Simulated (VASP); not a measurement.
# Al15Pt8 (a cell with a defect) in VASP: single point with PBE

Aim: the single point of Al15Pt8 (a cell with a defect) with PBE.

Everything below comes from runs of VASP 6.6.1. Logs are shortened: lines on timing, memory, paths and dates and some standing lists are left out, and cuts for length are marked.

### Step 1. The cell of the first run

The cell holds a defect, 23 atoms: a = 8.347 Å, b = 8.347 Å, c = 8.347 Å, α = 60.00°, β = 60.00°, γ = 60.00°.

### Step 2. Single point, PBE

Contents of INCAR:

```
ALGO     = Normal         # electronic algorithm
EDIFF    = 1E-7           # SCF threshold, eV
ENCUT    = 520            # plane-wave cutoff, eV
GGA      = PE             # functional
ISIF     = 2              # what is computed and relaxed
ISMEAR   = 0              # smearing method
LASPH    = True           # aspherical terms in the spheres
LCHARG   = False          # write CHGCAR
LREAL    = Auto         
LWAVE    = False          # write WAVECAR
NBANDS   = 80             # bands
NELM     = 80             # most SCF steps
PREC     = Accurate       # precision mode
SIGMA    = 0.1            # smearing width, eV
```

Contents of KPOINTS:

```
k-points
0
Gamma
  2 2 2
```

Contents of POSCAR:

```
Al15Pt8
1.0
    0.0000000000      5.9024240000      5.9024240000
    5.9024240000      0.0000000000      5.9024240000
    5.9024240000      5.9024240000      0.0000000000
Pt Al
8 15
Direct
    0.0008627811     -0.0007360535      0.0003633253
    0.0008645601     -0.0007312250      0.5003325752
    0.0085755446      0.4967202458     -0.0022388259
    0.0008559195      0.4992723329      0.5003469761
    0.4982297104      0.0071380843     -0.0022761835
    0.5008917523     -0.0007458800      0.5003380814
    0.4982393674      0.4966910205     -0.0022587330
    0.4982440265      0.4966995763      0.5081187831
    0.1224274976      0.1209194731      0.1287372781
    0.3770558503      0.3754959827      0.3741285784
    0.1258676096      0.1242619981      0.6253501951
    0.3757962830      0.3743375603      0.8753303727
    0.1224345286      0.6276801700      0.1287436314
    0.3770724536      0.8730735881      0.3741079089
    0.1224372393      0.6276805089      0.6219547257
    0.3770766892      0.8730595261      0.8765718119
    0.6292569798      0.1208919420      0.1287377017
    0.8746439598      0.3754856479      0.3741445040
    0.6292597753      0.1208898242      0.6219302443
    0.8746381995      0.3754846314      0.8765552085
    0.8758743865      0.8742594568      0.3753464678
    0.6292558786      0.6276685646      0.6219392236
    0.8746379454      0.8730914621      0.8765437725
```

Potentials or basis: VASP PAW PBE potentials, release 64 (Pt, Al).

Started as:

```console
> cat potpaw_PBE.64/Pt/POTCAR potpaw_PBE.64/Al/POTCAR > POTCAR
> mpirun -np 1 vasp_std > vasp.out
```

OUTCAR:

```text
EDIFF = 1E-7
   ENCUT = 520
   GGA = PE
   ISIF = 2
   ISMEAR = 0
   LASPH = True
   LREAL = Auto
   NELM = 80
   PREC = Accurate

 ion  position               nearest neighbor table
   1  0.001  0.999  0.000-  13 2.53   9 2.53  17 2.53  21 2.56  11 2.56  16 2.56  23 2.56  20 2.56

   2  0.001  0.999  0.500-  15 2.53   9 2.53  19 2.53  21 2.56  11 2.56  14 2.56  23 2.56  18 2.56

   3  0.009  0.497  0.998-  12 2.50   9 2.56  13 2.56  15 2.56  23 2.57  20 2.57  18 2.57
   4  0.001  0.499  0.500-  15 2.53  22 2.53  13 2.53  21 2.56  11 2.56  10 2.56  18 2.56  20 2.56
[... 22 lines left out ...]
  17  0.629  0.121  0.129-   6 2.53   1 2.53   5 2.56   7 2.56  21 2.91  20 2.95  23 2.95  10 2.95
                            14 2.95  12 2.99
  18  0.875  0.375  0.374-   4 2.56   2 2.56   3 2.57   8 2.57   9 2.95  22 2.95  19 2.95  13 2.95
                            11 2.97
  19  0.629  0.121  0.622-   6 2.53   2 2.53   5 2.56   8 2.56  21 2.91  18 2.95  23 2.95  10 2.95
                            16 2.95  12 2.99
  20  0.875  0.375  0.877-   4 2.56   1 2.56   3 2.57   7 2.57   9 2.95  17 2.95  15 2.95  22 2.95
                            11 2.97
  21  0.876  0.874  0.375-   6 2.56   1 2.56   2 2.56   4 2.56  15 2.91  13 2.91  22 2.91   9 2.91
                            19 2.91  17 2.91
  22  0.629  0.628  0.622-   6 2.53   4 2.53   8 2.56   7 2.56  21 2.91  18 2.95  20 2.95  14 2.95
                            16 2.95  12 2.99
  23  0.875  0.873  0.877-   2 2.56   1 2.56   3 2.57   5 2.57  19 2.95  17 2.95  13 2.95  15 2.95
                            11 2.97

  LATTYP: Found a face centered cubic cell.
 ALAT       =    11.8048480000

  Lattice vectors:

 A1 = (   0.0000000000,   5.9024240000,   5.9024240000)
 A2 = (   5.9024240000,   0.0000000000,   5.9024240000)
 A3 = (   5.9024240000,   5.9024240000,   0.0000000000)

Analysis of symmetry for initial positions (statically):
=====================================================================
 Subroutine PRICEL returns:
 Original cell was already a primitive cell.

 Routine SETGRP: Setting up the symmetry group for a
 face centered cubic supercell.

 Subroutine GETGRP returns: Found  1 space group operations
 (whereof  1 operations were pure point group operations)
 out of a pool of 48 trial point group operations.

The static configuration has the point symmetry C_1 .

Analysis of symmetry for dynamics (positions and initial velocities):
=====================================================================
 Subroutine PRICEL returns:
 Original cell was already a primitive cell.

 Routine SETGRP: Setting up the symmetry group for a
 face centered cubic supercell.

 Subroutine GETGRP returns: Found  1 space group operations
 (whereof  1 operations were pure point group operations)
 out of a pool of 48 trial point group operations.

The dynamic configuration has the point symmetry C_1 .

 Subroutine INISYM returns: Found  1 space group operations
 (whereof  1 operations are pure point group operations),
 and found     1 'primitive' translations

----------------------------------------------------------------------------------------

                                     Primitive cell

  volume of cell :     411.2645

  direct lattice vectors                    reciprocal lattice vectors
     0.000000000  5.902424000  5.902424000    -0.084710959  0.084710959  0.084710959
     5.902424000  0.000000000  5.902424000     0.084710959 -0.084710959  0.084710959
     5.902424000  5.902424000  0.000000000     0.084710959  0.084710959 -0.084710959

  length of vectors
     8.347288072  8.347288072  8.347288072     0.146723686  0.146723686  0.146723686

  position of ions in fractional coordinates (direct lattice)
     0.000862781  0.999263947  0.000363325
     0.000864560  0.999268775  0.500332575
     0.008575545  0.496720246  0.997761174
     0.000855919  0.499272333  0.500346976
     0.498229710  0.007138084  0.997723816
     0.500891752  0.999254120  0.500338081
[... 15 lines left out ...]
     0.629255879  0.627668565  0.621939224
     0.874637945  0.873091462  0.876543772

  ion indices of the primitive-cell ions
   primitive index   ion index
                 1           1
                 2           2
                 3           3
                 4           4
                 5           5
                 6           6
[... 15 lines left out ...]
                22          22
                23          23

----------------------------------------------------------------------------------------

 KPOINTS: k-points

Automatic generation of k-mesh.
 Grid dimensions read from file:
 generate k-points for:    2    2    2

 Generating k-lattice:

  Cartesian coordinates                     Fractional coordinates (reciprocal lattice)
    -0.042355480  0.042355480  0.042355480     0.500000000  0.000000000  0.000000000
     0.042355480 -0.042355480  0.042355480     0.000000000  0.500000000  0.000000000
     0.042355480  0.042355480 -0.042355480     0.000000000  0.000000000  0.500000000

  Length of vectors
     0.073361843  0.073361843  0.073361843

  Shift w.r.t. Gamma in fractional coordinates (k-lattice)
     0.000000000  0.000000000  0.000000000

 Subroutine IBZKPT returns following result:
 ===========================================

 Found      8 irreducible k-points:

 Following reciprocal coordinates:
            Coordinates               Weight
  0.000000  0.000000  0.000000      1.000000
  0.500000  0.000000  0.000000      1.000000
  0.000000  0.500000  0.000000      1.000000
  0.000000  0.000000  0.500000      1.000000
  0.500000  0.500000  0.500000      1.000000
  0.500000  0.500000  0.000000      1.000000
  0.000000  0.500000  0.500000      1.000000
  0.500000  0.000000  0.500000      1.000000
   k-points           NKPTS =      8   k-points in BZ     NKDIM =      8   number of bands    NBANDS=     80
   number of dos      NEDOS =    301   number of ions     NIONS =     23
   total plane-waves  NPLWV = 262144
   dimension x,y,z NGX =    64 NGY =   64 NGZ =   64
   dimension x,y,z NGXF=   128 NGYF=  128 NGZF=  128
   ions per type =               8  15
   NGX,Y,Z   is equivalent  to a cutoff of  12.75, 12.75, 12.75 a.u.
   NGXF,Y,Z  is equivalent  to a cutoff of  25.49, 25.49, 25.49 a.u.
 SYSTEM =  unknown system
   PREC   = accura    normal or accurate (medium, high low for compatibility)
   ISTART =      0    job   : 0-new  1-cont  2-samecut
   ICHARG =      2    charge: 1-file 2-atom 10-const
   ISPIN  =      1    spin polarized calculation?
   LNONCOLLINEAR =      F non collinear calculations
   LSORBIT =      F    spin-orbit coupling
   LASPH  =      T    aspherical Exc in radial PAW
   ENCUT  =  520.0 eV  38.22 Ry    6.18 a.u.  15.52 15.52 15.52*2*pi/ulx,y,z
   NELM   =     80;   NELMIN=  2; NELMDL= -5     # of ELM steps
   EDIFF  = 0.1E-06   stopping-criterion for ELM
   LREAL  =      T    real-space projection
   EDIFFG = 0.1E-05   stopping-criterion for IOM
   NSW    =      0    number of steps for IOM
   IBRION =     -1    ionic relax: 0-MD 1-quasi-New 2-CG
   NFREE  =      0    steps in history (QN), initial steepest desc. (CG)
   ISIF   =      2    stress and relaxation
   ISYM   =      2    0-nonsym 1-usesym 2-fastsym
   POTIM  = 0.5000    time-step for ionic-motion
   TEBEG  =    0.0;   TEEND  =   0.0 temperature during run
   PSTRESS=    0.0 pullay stress
   NELECT =     125.0000    total number of electrons
   NUPDOWN=      -1.0000    fix difference up-down
   EMIN   =  10.00;   EMAX   =-10.00  energy-range for DOS
   EFERMI =   0.00;   METHOD = LEGACY
   ISMEAR =     0;   SIGMA  =   0.10  broadening in eV -4-tet -1-fermi 0-gaus
   EFERMI_NEDOS =   21; number of points for ismear=-14 and -15
   IALGO  =     38    algorithm
   IMIX   =      4    mixing-type and parameters
     AMIX     =   0.40;   BMIX     =  1.00
     AMIX_MAG =   1.60;   BMIX_MAG =  1.00
  volume/ion in A,a.u.               =      17.88       120.67
  Fermi-wavevector in a.u.,A,eV,Ry     =   1.100705  2.080032 16.484171  1.211552
  Thomas-Fermi vector in A             =   2.237121
   LORBIT       =      0    0 simple, 1 ext, 2 COOP (PROOUT), +10 PAW based schemes
   GGA     = PE    functional components
   LHFCALC =     F    Hartree Fock is set to
   AEXX    =    0.0000 exact exchange contribution
   IVDW    =     0    specifies the selected vdW correction
   LEPSILON=     F    determine dielectric tensor
   LRPA    =     F    only Hartree local field effects (RPA)
 non-spin polarized calculation
 Gauss-broadening in eV      SIGMA  =   0.10
  energy-cutoff  :      520.00
  volume of cell :      411.26
 maximum number of plane-waves:     11054
 NGX is ok and might be reduce to    64
   NGX = 31   NGY = 31   NGZ = 31

 number of electron     124.9999999 magnetization

 Free energy of the ion-electron system (eV)
  ---------------------------------------------------
  ext. energy  EPLUGINS =         0.00000000
  ---------------------------------------------------
  free energy    TOTEN  =      -123.85643409 eV

  energy without entropy =     -123.75078995  energy(sigma->0) =     -123.80361202

 E-fermi :   7.2848     XC(G=0): -10.5232

 val. band max:        7.2847819408   @ k =   0.5000   0.0000   0.0000
 cond. band min:       7.2848983517   @ k =   0.0000   0.0000   0.5000
 fundamental gap:      0.0001164109
 Fermi energy:         7.2848080724

 k-point     1 :       0.0000    0.0000    0.0000
  band No.  band energies     occupation
      1      -2.6161      2.00000
      2      -0.3526      2.00000
      3      -0.3526      2.00000
      4      -0.3526      2.00000
      5      -0.1614      2.00000
      6       1.3030      2.00000
[... 605 lines left out ...]
     73      10.6672      0.00000
     74      10.9003      0.00000
 [bands above 74 left out]

------------------------ aborting loop because EDIFF is reached ----------------------------------------

  FORCE on cell =-STRESS in cart. coord.  units (eV):
  Direction    XX          YY          ZZ          XY          YZ          ZX
  --------------------------------------------------------------------------------------
  -------------------------------------------------------------------------------------
  Total        5.4048703      5.3771105      5.4093895      0.0064543     -0.0051398      0.0102400
  in kB       21.0559410     20.9477961     21.0735463      0.0251443     -0.0200232      0.0398924
  external PRESSURE =      21.0257611 kB  Pullay stress =       0.0000000 kB

 VOLUME and BASIS-vectors are now :
 -----------------------------------------------------------------------------
  energy-cutoff  :      520.00
  volume of cell :      411.26
      direct lattice vectors                 reciprocal lattice vectors
     0.000000000  5.902424000  5.902424000    -0.084710959  0.084710959  0.084710959
     5.902424000  0.000000000  5.902424000     0.084710959 -0.084710959  0.084710959
     5.902424000  5.902424000  0.000000000     0.084710959  0.084710959 -0.084710959

 POSITION                                       TOTAL-FORCE (eV/Angst)
 -----------------------------------------------------------------------------------
      5.90022      0.00724      5.90317        -0.000737      0.000940      0.000096
      8.85128      2.95828      5.90321        -0.000888      0.001281      0.000303
      8.82106      5.93983      2.98247        -0.001503      0.000560      0.002131
      5.90018      2.95831      2.95197        -0.001070      0.001506      0.000807
      5.93112      8.82975      2.98290         0.000615     -0.001777      0.000940
      8.85123      5.90968      8.85450        -0.000698      0.000725      0.000312
[... 15 lines left out ...]
      7.37571      7.38508      7.41890        -0.000282      0.000930     -0.002230
     10.32709     10.33622     10.31584         0.000444     -0.001016      0.004919
 -----------------------------------------------------------------------------------
    total drift:                               -0.001031     -0.006035      0.001777

  FREE ENERGIE OF THE ION-ELECTRON SYSTEM (eV)
  ---------------------------------------------------
  free  energy   TOTEN  =      -123.8564340923 eV

  energy  without entropy=     -123.7507899479  energy(sigma->0) =     -123.80361202
```

It took 6.5 min on 1 thread of Intel Xeon Platinum 8488C (Sapphire Rapids), shared host; peak memory 0.63 GiB.

What came out:

- Free energy: -123.8564 eV
- Pressure: 2.1 GPa
- Largest force: 0.007 eV/Å
- Band gap on the k mesh: zero (an odd number of electrons rules out a gap without spin polarisation)

Forces in eV/Å, atoms in the order of the input:
```
Pt  -0.001  0.001  0.000
Pt  -0.001  0.001  0.000
Pt  -0.002  0.001  0.002
Pt  -0.001  0.002  0.001
Pt   0.001 -0.002  0.001
Pt  -0.001  0.001  0.000
Pt  -0.001 -0.001 -0.001
Pt   0.001  0.002  0.000
Al   0.000  0.001  0.003
Al   0.001 -0.001 -0.006
Al   0.001 -0.002  0.000
Al   0.000 -0.001  0.000
Al  -0.004  0.000 -0.001
Al   0.007  0.000  0.000
Al   0.000  0.005  0.000
Al   0.001 -0.006  0.000
Al   0.000 -0.001  0.000
Al   0.001  0.004 -0.001
Al   0.001  0.000  0.000
Al  -0.005 -0.001  0.000
Al   0.001 -0.002  0.000
Al   0.000  0.001 -0.002
Al   0.000 -0.001  0.005
```

Levels at points of the mesh, in eV from the Fermi level:
```csv
k point,band 60,band 61,band 62,band 63,band 64,band 65
"(0.00, 0.00, 0.00)",-0.88,-0.88,1.25,1.25,1.25,1.46
"(0.50, 0.00, 0.00)",-0.53,-0.15,-0.07,0.00,0.00,0.01
"(0.00, 0.50, 0.00)",-0.53,-0.15,-0.06,0.00,0.00,0.01
"(0.00, 0.00, 0.50)",-0.53,-0.15,-0.06,0.00,0.00,0.01
"(0.50, 0.50, 0.50)",-0.53,-0.15,-0.06,0.00,0.00,0.01
"(0.50, 0.50, 0.00)",-0.52,-0.46,-0.46,0.54,0.77,0.82
"(0.00, 0.50, 0.50)",-0.52,-0.46,-0.46,0.54,0.77,0.82
"(0.50, 0.00, 0.50)",-0.52,-0.46,-0.46,0.54,0.77,0.82
```

Caveat: the k points lie up to 0.46 Å⁻¹ apart, too coarse for converged energies and pressures of a metal; spin-orbit coupling is left out, which moves the levels of the heavy elements.
